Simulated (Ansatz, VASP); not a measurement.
## Two plane-wave programs on CsCdCl3

File INCAR:

```
SYSTEM = CsCdCl3
  PREC = Accurate
  ENCUT = 520
  EDIFF = 1E-7
  ISMEAR = 0
  SIGMA = 0.05
  LREAL = .False.
  LASPH = .True.
  NELM = 60
  ALGO = Normal
  ISIF = 2
  LWAVE = .False.
  LCHARG = .False.
  NBANDS = 29
```

The input KPOINTS:

```
regular mesh
0
Gamma
  6 6 6
  0 0 0
```

File POSCAR:

```
CsCdCl3
1.0
    5.2780000000      0.0000000000      0.0000000000
    0.0000000000      5.2780000000      0.0000000000
    0.0000000000      0.0000000000      5.2000000000
Cs Cd Cl
1 1 3
Direct
    0.0000000000      0.0000000000      0.0000000000
    0.5000000000      0.5000000000      0.5000000000
    0.0000000000      0.5000000000      0.5000000000
    0.5000000000      0.0000000000      0.5000000000
    0.5000000000      0.5000000000      0.0000000000
```

Input for Ansatz:

```yaml
crystal:
  lattice:
    - [5.278, 0.0, 0.0]
    - [0.0, 5.278, 0.0]
    - [0.0, 0.0, 5.2]
  atoms:
    - { symbol: Cs, position: [0.0, 0.0, 0.0] }
    - { symbol: Cd, position: [0.5, 0.5, 0.5] }
    - { symbol: Cl, position: [0.0, 0.5, 0.5] }
    - { symbol: Cl, position: [0.5, 0.0, 0.5] }
    - { symbol: Cl, position: [0.5, 0.5, 0.0] }
basis:
  ecutwfc: 420
kpoints:
  mp_grid: { grid: [6, 6, 6] }
hamiltonian:
  xc: lda
scf:
  occupations: { method: gaussian, width: 0.05 }
output:
  forces: true
  stress: true
  eigenvalues: true
  write_density: true
  write_potential: true
  elf: true
  volumetric_format: npy
```

Change from the starting cell: strain +0.015 along x and y, +0.000 along z, atoms carried along.

Alike in both runs: task single point; functional LDA; k mesh 6 × 6 × 6; occupations gaussian, width 0.05 eV; no spin polarisation.

|  | VASP | Ansatz |
| --- | --- | --- |
| version | VASP 6.6.1 | Ansatz 0.2.0 |
| potentials or method | VASP PAW LDA potentials, release 64 (Cs_sv, Cd, Cl), cutoff 520 eV | scalar-relativistic, plane waves, PAW |
| valence electrons in the cell | 42 | 50 |

Ansatz gave:

| Quantity | Value |
| --- | --- |
| gap on the k mesh at the Fermi level (eV) | 1.44 |
| least direct gap on the mesh (eV) | 1.97 |
| pressure (GPa) | -2.8 |
| traceless stress, the component that is largest in VASP (GPa) | 0.34 |

Question: What did VASP give for the same quantities?

Answer: gap on the k mesh at the Fermi level (eV): 1.46; least direct gap on the mesh (eV): 1.99; pressure (GPa): -2.6; traceless stress, the component that is largest in VASP (GPa): 0.36.

LDA's correlation is that of Perdew and Zunger in VASP and of Perdew and Wang (1992) in Ansatz. VASP's potentials hold 42 valence electrons a cell and Ansatz's 50, so a difference there can come from the potentials and not from the codes.

Spin-orbit coupling is off throughout.
